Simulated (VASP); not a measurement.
Write the native input for VASP 6.6.1 that does the following.

| Item | Value |
| --- | --- |
| Task | single point |
| Functional | r2SCAN |
| Potentials or basis | VASP PAW PBE potentials, release 64 (Sb, In_d) |
| Cutoff | 520 eV |
| k mesh | 6 × 6 × 6 |
| Occupations | fermi-dirac, width 0.05 eV |
| Spin | no spin polarisation |
| Dipole correction | no |
| Further INCAR settings | ALGO = Normal; EDIFF = 1e-06; NBANDS = 22 |

InSb3:

```
Sb In
1.0
     4.74141    0.00000    0.00000
     0.00000    4.74141    0.00000
     0.00000    0.00000    4.74141
Sb In
3 1
Direct
  0.50000 0.50000 0.00000
  0.00000 0.50000 0.50000
  0.50000 0.00000 0.50000
  0.00000 0.00000 0.00000
```

The input as run:

POSCAR

```
InSb3
1.0
    4.7414081316      0.0000000000      0.0000000000
    0.0000000000      4.7414081316      0.0000000000
    0.0000000000      0.0000000000      4.7414081316
Sb In
3 1
Direct
    0.5000000000      0.5000000000      0.0000000000
    0.0000000000      0.5000000000      0.5000000000
    0.5000000000      0.0000000000      0.5000000000
    0.0000000000      0.0000000000      0.0000000000
```

INCAR.step1

```
SYSTEM = InSb3
ALGO     = Normal         ! electronic algorithm
EDIFF    = 1E-4           ! SCF threshold, eV
ENCUT    = 520            ! plane-wave cutoff, eV
GGA      = PE             ! functional
ISMEAR   = -1             ! smearing method
LASPH    = .TRUE.         ! aspherical terms in the spheres
LCHARG   = .FALSE.        ! write CHGCAR
LREAL    = .FALSE.        ! projectors in reciprocal space
LWAVE    = .TRUE.         ! write WAVECAR
NBANDS   = 22             ! bands
NELM     = 80             ! most SCF steps
PREC     = Accurate       ! precision mode
SIGMA    = 0.05           ! smearing width, eV
```

INCAR.step2

```
SYSTEM = InSb3
ALGO     = Normal         ! electronic algorithm
EDIFF    = 1E-6           ! SCF threshold, eV
ENCUT    = 520            ! plane-wave cutoff, eV
ISIF     = 2              ! what is computed and relaxed
ISMEAR   = -1             ! smearing method
ISTART   = 1            
LASPH    = .TRUE.         ! aspherical terms in the spheres
LCHARG   = .TRUE.         ! write CHGCAR
LELF     = .TRUE.         ! ELF
LMIXTAU  = .TRUE.       
LREAL    = .FALSE.        ! projectors in reciprocal space
LVHAR    = .TRUE.       
LWAVE    = .FALSE.        ! write WAVECAR
METAGGA  = R2SCAN         ! meta-GGA
NBANDS   = 22             ! bands
NELM     = 80             ! most SCF steps
PREC     = Accurate       ! precision mode
SIGMA    = 0.05           ! smearing width, eV
```

KPOINTS

```
k-points
0
G
  6 6 6
  0 0 0
```

Potentials or basis: VASP PAW PBE potentials, release 64 (Sb, In_d).

The run is started by

```bash
$ cat potpaw_PBE.64/Sb/POTCAR potpaw_PBE.64/In_d/POTCAR > POTCAR
$ cp INCAR.step1 INCAR
$ mpirun -np 1 vasp_std > vasp.out
$ cp INCAR.step2 INCAR
$ mpirun -np 1 vasp_std > vasp.out
```

Results of the run:

```yaml
Pressure: 1.7 GPa
Band_gap_on_the_k_mesh: zero (band 14 reaches 12.20 eV, above the bottom of band 15 at 6.99 eV)
```

Caveat: the PAW data sets were made with another functional, which shifts forces and pressure a little; spin-orbit coupling is left out, which moves the levels of the heavy elements.

Wall time 68 s on 1 thread of Intel(R) Xeon(R) 6975P-C (Granite Rapids), with other jobs on the host, peak memory 0.24 GiB.
